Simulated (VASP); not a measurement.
# In (R-3m) in VASP: single point with PBE

Aim: the single point of In with PBE.

Program: VASP 6.6.1. These are calculated values, not measurements. Logs are shortened: lines on timing, memory, paths and dates and some standing lists are left out, and cuts for length are marked.

### Step 1. The cell of the first run

It takes space group R-3m (No. 166, trigonal). The conventional cell has a = 3.389 Å, b = 3.389 Å, c = 24.935 Å, α = 90.00°, β = 90.00°, γ = 120.00°. Within 4.5 Å of In (site symmetry -3m) lie 12 In at 3.39 to 3.40 Å. Within 4.4 Å of In (site symmetry 3m) lie 12 In at 3.38 to 3.40 Å.

### Step 2. Single point, PBE

Input file INCAR:

```
SYSTEM = In
PREC = Accurate ; ENCUT = 520
EDIFF = 1E-7 ; ISMEAR = 0
SIGMA = 0.1 ; LREAL = .FALSE.
LASPH = .TRUE. ; NELM = 100
ALGO = Fast ; ISIF = 2
LWAVE = .FALSE. ; LCHARG = .FALSE.
GGA = PE ; NBANDS = 26
```

Input file KPOINTS:

```
Automatic mesh
0
G
  15 15 15
  0 0 0
```

Input file POSCAR:

```
In
1.0
    1.6944467666      0.9782892969      8.3118121315
   -1.6944467666      0.9782892969      8.3118121315
    0.0000000000     -1.9565785937      8.3118121315
In
3
Direct
    0.0000000000      0.0000000000      0.0000000000
    0.7781295646      0.7781295646      0.7781295646
    0.2218704354      0.2218704354      0.2218704354
```

Potentials or basis: VASP PAW PBE potentials, release 64 (In_d).

Command:

```sh
$ cat potpaw_PBE.64/In_d/POTCAR > POTCAR
$ mpirun -np 1 vasp_std > vasp.out
```

OUTCAR:

```text
SYSTEM = In
   PREC = Accurate
   ENCUT = 520
   EDIFF = 1E-7
   ISMEAR = 0
   LREAL = .FALSE.
   LASPH = .TRUE.
   NELM = 100
   ISIF = 2
   GGA = PE

 ion  position               nearest neighbor table
   1  0.000  0.000  0.000-   2 3.40   2 3.40   3 3.40   3 3.40   2 3.40   3 3.40
   2  0.778  0.778  0.778-   3 3.38   3 3.38   3 3.38   1 3.40   1 3.40   1 3.40
   3  0.222  0.222  0.222-   2 3.38   2 3.38   2 3.38   1 3.40   1 3.40   1 3.40

  LATTYP: Found a trigonal (rhomboedric) cell.
 ALAT       =     8.5389941271
 COS(alpha) =     0.9212460356

  Lattice vectors:

 A1 = (   1.6944467666,   0.9782892969,   8.3118121315)
 A2 = (  -1.6944467666,   0.9782892969,   8.3118121315)
 A3 = (   0.0000000000,  -1.9565785937,   8.3118121315)

Analysis of symmetry for initial positions (statically):
=====================================================================
 Subroutine PRICEL returns:
 Original cell was already a primitive cell.

 Routine SETGRP: Setting up the symmetry group for a
 trigonal (rhombohedral) supercell.

 Subroutine GETGRP returns: Found 12 space group operations
 (whereof 12 operations were pure point group operations)
 out of a pool of 12 trial point group operations.

The static configuration has the point symmetry D_3d.

Analysis of symmetry for dynamics (positions and initial velocities):
=====================================================================
 Subroutine PRICEL returns:
 Original cell was already a primitive cell.

 Routine SETGRP: Setting up the symmetry group for a
 trigonal (rhombohedral) supercell.

 Subroutine GETGRP returns: Found 12 space group operations
 (whereof 12 operations were pure point group operations)
 out of a pool of 12 trial point group operations.

The dynamic configuration has the point symmetry D_3d.

 Subroutine INISYM returns: Found 12 space group operations
 (whereof 12 operations are pure point group operations),
 and found     1 'primitive' translations

----------------------------------------------------------------------------------------

                                     Primitive cell

  volume of cell :      82.6689

[... 84 lines left out ...]
   ISPIN  =      1    spin polarized calculation?
   LNONCOLLINEAR =      F non collinear calculations
   LSORBIT =      F    spin-orbit coupling
   LASPH  =      T    aspherical Exc in radial PAW
   ENCUT  =  520.0 eV  38.22 Ry    6.18 a.u.  15.88 15.88 15.88*2*pi/ulx,y,z
   NELM   =    100;   NELMIN=  2; NELMDL= -5     # of ELM steps
   EDIFF  = 0.1E-06   stopping-criterion for ELM
   LREAL  =      F    real-space projection
   EDIFFG = 0.1E-05   stopping-criterion for IOM
   NSW    =      0    number of steps for IOM
   IBRION =     -1    ionic relax: 0-MD 1-quasi-New 2-CG
   NFREE  =      0    steps in history (QN), initial steepest desc. (CG)
   ISIF   =      2    stress and relaxation
   ISYM   =      2    0-nonsym 1-usesym 2-fastsym
   POTIM  = 0.5000    time-step for ionic-motion
   TEBEG  =    0.0;   TEEND  =   0.0 temperature during run
   PSTRESS=    0.0 pullay stress
   NELECT =      39.0000    total number of electrons
   NUPDOWN=      -1.0000    fix difference up-down
   EMIN   =  10.00;   EMAX   =-10.00  energy-range for DOS
   EFERMI =   0.00;   METHOD = LEGACY
   ISMEAR =     0;   SIGMA  =   0.10  broadening in eV -4-tet -1-fermi 0-gaus
   EFERMI_NEDOS =   21; number of points for ismear=-14 and -15
   IALGO  =     68    algorithm
   IMIX   =      4    mixing-type and parameters
     AMIX     =   0.40;   BMIX     =  1.00
     AMIX_MAG =   1.60;   BMIX_MAG =  1.00
  volume/ion in A,a.u.               =      27.56       185.96
  Fermi-wavevector in a.u.,A,eV,Ry     =   1.274429  2.408322 22.098163  1.624169
  Thomas-Fermi vector in A             =   2.407197
   LORBIT       =      0    0 simple, 1 ext, 2 COOP (PROOUT), +10 PAW based schemes
   GGA     = PE    functional components
   LHFCALC =     F    Hartree Fock is set to
   AEXX    =    0.0000 exact exchange contribution
   IVDW    =     0    specifies the selected vdW correction
   LEPSILON=     F    determine dielectric tensor
   LRPA    =     F    only Hartree local field effects (RPA)
 non-spin polarized calculation
 RMM-DIIS sequential band-by-band and
 Gauss-broadening in eV      SIGMA  =   0.10
  energy-cutoff  :      520.00
  volume of cell :       82.67
 maximum number of plane-waves:      2248
   NGX = 31   NGY = 31   NGZ = 31

 number of electron      38.9999997 magnetization

 Free energy of the ion-electron system (eV)
  ---------------------------------------------------
  ext. energy  EPLUGINS =         0.00000000
  ---------------------------------------------------
  free energy    TOTEN  =        -7.67274308 eV

  energy without entropy =       -7.66563978  energy(sigma->0) =       -7.66919143

 E-fermi :   6.9541     XC(G=0): -10.0099

 val. band max:        6.9540067328   @ k =   0.1333   0.1333   0.0000
 cond. band min:       6.9563752824   @ k =  -0.2667   0.4667   0.2667
 fundamental gap:      0.0023685496
 Fermi energy:         6.9540974596

 k-point     1 :       0.0000    0.0000    0.0000
  band No.  band energies     occupation
      1      -7.6740      2.00000
      2      -7.6689      2.00000
      3      -7.6381      2.00000
      4      -7.6326      2.00000
      5      -7.6326      2.00000
      6      -7.6104      2.00000
[... 685 lines left out ...]
     25      15.1312      0.00000
     26      15.4370      0.00000

 [... further k-points ...]

------------------------ aborting loop because EDIFF is reached ----------------------------------------

  FORCE on cell =-STRESS in cart. coord.  units (eV):
  Direction    XX          YY          ZZ          XY          YZ          ZX
  --------------------------------------------------------------------------------------
  -------------------------------------------------------------------------------------
  Total       -0.0045492     -0.0045492     -0.0411767      0.0000000     -0.0000000      0.0000000
  in kB       -0.0881666     -0.0881666     -0.7980315      0.0000000     -0.0000000      0.0000000
  external PRESSURE =      -0.3247882 kB  Pullay stress =       0.0000000 kB

 VOLUME and BASIS-vectors are now :
 -----------------------------------------------------------------------------
  energy-cutoff  :      520.00
  volume of cell :       82.67
      direct lattice vectors                 reciprocal lattice vectors
     1.694446767  0.978289297  8.311812131     0.295081563  0.170365420  0.040103569
    -1.694446767  0.978289297  8.311812131    -0.295081563  0.170365420  0.040103569
     0.000000000 -1.956578594  8.311812131     0.000000000 -0.340730839  0.040103569

 POSITION                                       TOTAL-FORCE (eV/Angst)
 -----------------------------------------------------------------------------------
      0.00000      0.00000      0.00000         0.000000      0.000000     -0.000000
      0.00000      0.00000     19.40300         0.000000      0.000000      0.001961
      0.00000      0.00000      5.53244         0.000000     -0.000000     -0.001961
 -----------------------------------------------------------------------------------
    total drift:                                0.000000     -0.000000      0.000000

  FREE ENERGIE OF THE ION-ELECTRON SYSTEM (eV)
  ---------------------------------------------------
  free  energy   TOTEN  =        -7.6727430811 eV

  energy  without entropy=       -7.6656397849  energy(sigma->0) =       -7.66919143
```

stdout:

```text
POSCAR found type information on POSCAR In
 POSCAR found :  1 types and       3 ions
 scaLAPACK will be used
 LDA part: xc-table for (Slater+PW92), standard interpolation
 POSCAR, INCAR and KPOINTS ok, starting setup
 FFT: planning ... GRIDC
 FFT: planning ... GRID_SOFT
 FFT: planning ... GRID
 WAVECAR not read
 entering main loop
WARNING in EDDRMM: call to ZHEGV failed, returncode =   8  4     24
WARNING in EDDRMM: call to ZHEGV failed, returncode =   6  3     25
WARNING in EDDRMM: call to ZHEGV failed, returncode =   8  4     25
WARNING in EDDRMM: call to ZHEGV failed, returncode =   8  4     25
WARNING in EDDRMM: call to ZHEGV failed, returncode =   8  4     26
WARNING in EDDRMM: call to ZHEGV failed, returncode =   8  4     25
 num prob  num prob  num prob  num prob  num prob  num prob  num prob RMM:  19    -0.767274369772E+01    0.14560E-06   -0.80237E-08 10567   0.327E-03    0.108E-02
WARNING in EDDRMM: call to ZHEGV failed, returncode =   8  4     23
WARNING in EDDRMM: call to ZHEGV failed, returncode =   8  4     25
WARNING in EDDRMM: call to ZHEGV failed, returncode =   8  4     25
WARNING in EDDRMM: call to ZHEGV failed, returncode =   8  4     26
WARNING in EDDRMM: call to ZHEGV failed, returncode =   8  4     26
 num prob  num prob  num prob RMM:  21    -0.767274308896E+01    0.13751E-06   -0.44842E-08 10364   0.242E-03    0.108E-04
 num prob  num prob  num prob  num prob WARNING in EDDRMM: call to ZHEGV failed, returncode =   8  4     26
 num prob  num prob  num prob  num prob  num prob  num prob RMM:  22    -0.767274308109E+01    0.78689E-08   -0.27029E-08 10631   0.147E-03
```

It took 36 min on 1 thread of Intel Xeon 6975P-C (Granite Rapids), shared host; peak memory 0.97 GiB.

What came out:

| Property | Result |
| --- | --- |
| Free energy | -7.6727 eV |
| Pressure | 0.0 GPa |
| Band gap on the k mesh | zero (an odd number of electrons rules out a gap without spin polarisation) |

Levels at points of the mesh, in eV from the Fermi level:
```csv
k point,band 16,band 17,band 18,band 19,band 20,band 21,band 22,band 23
"(0.00, 0.00, 0.00)",-9.20,-6.85,-6.81,0.48,0.51,8.41,8.41,8.50
```

Caveat: spin-orbit coupling is left out, which moves the levels of the heavy elements.
